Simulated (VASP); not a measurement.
Wanted: the native input for a VASP 6.6.1 run.

```yaml
Task: single point
Functional: r2SCAN
Potentials_or_basis: VASP PAW PBE potentials, release 64 (Li_sv, F)
Cutoff: 520 eV
k_mesh: 10 × 10 × 10
Occupations: gaussian, width 0.05 eV
Spin: no spin polarisation
Dipole_correction: no
Further_INCAR_settings: ALGO = Normal; EDIFF = 1e-06; NBANDS = 12
```

Crystal: LiF.

```
Li F
1.0
     0.00000    1.85288    1.93344
     1.85288    0.00000    1.93344
     1.85288    1.85288    0.00000
Li F
1 1
Direct
  0.00000 0.00000 0.00000
  0.50000 0.50000 0.50000
```

This cell differs from its parent crystal: strain -0.080 along x and y, -0.040 along z.

The input as run:

POSCAR

```
LiF
1.0
    0.0000000000      1.8528800000      1.9334400000
    1.8528800000      0.0000000000      1.9334400000
    1.8528800000      1.8528800000      0.0000000000
Li F
1 1
Direct
    0.0000000000      0.0000000000      0.0000000000
    0.5000000000      0.5000000000      0.5000000000
```

INCAR.step1

```
SYSTEM = LiF
PREC     = Accurate       ! precision mode
ENCUT    = 520            ! plane-wave cutoff, eV
ISMEAR   = 0              ! smearing method
SIGMA    = 0.05           ! smearing width, eV
LREAL    = .FALSE.        ! projectors in reciprocal space
LASPH    = .TRUE.         ! aspherical terms in the spheres
NELM     = 80             ! most SCF steps
NBANDS   = 12             ! bands
GGA      = PE             ! functional
ALGO     = Normal         ! electronic algorithm
EDIFF    = 1E-4           ! SCF threshold, eV
LWAVE    = .TRUE.         ! write WAVECAR
LCHARG   = .FALSE.        ! write CHGCAR
```

INCAR.step2

```
SYSTEM = LiF
PREC     = Accurate       ! precision mode
ENCUT    = 520            ! plane-wave cutoff, eV
EDIFF    = 1E-6           ! SCF threshold, eV
ISMEAR   = 0              ! smearing method
SIGMA    = 0.05           ! smearing width, eV
LREAL    = .FALSE.        ! projectors in reciprocal space
LASPH    = .TRUE.         ! aspherical terms in the spheres
NELM     = 80             ! most SCF steps
ALGO     = Normal         ! electronic algorithm
ISIF     = 2              ! what is computed and relaxed
LWAVE    = .FALSE.        ! write WAVECAR
LCHARG   = .FALSE.        ! write CHGCAR
METAGGA  = R2SCAN         ! meta-GGA
LMIXTAU  = .TRUE.       
NBANDS   = 12             ! bands
ISTART   = 1
```

KPOINTS

```
Automatic mesh
0
G
  10 10 10
  0 0 0
```

Potentials or basis: VASP PAW PBE potentials, release 64 (Li_sv, F).

Command:

```bash
$ cat potpaw_PBE.64/Li_sv/POTCAR potpaw_PBE.64/F/POTCAR > POTCAR
$ cp INCAR.step1 INCAR
$ mpirun -np 1 vasp_std > vasp.out
$ cp INCAR.step2 INCAR
$ mpirun -np 1 vasp_std > vasp.out
```

Results of the run:

```yaml
Band_gap_on_the_k_mesh: 12.31 eV
```

Caveat: the cell differs from its parent crystal (strain -0.080 along x and y, -0.040 along z).

It took 54 s on 1 thread of Intel(R) Xeon(R) Platinum 8259CL CPU @ 2.50GHz (Skylake/Cascade Lake), with other jobs on the host, peak memory 0.13 GiB.
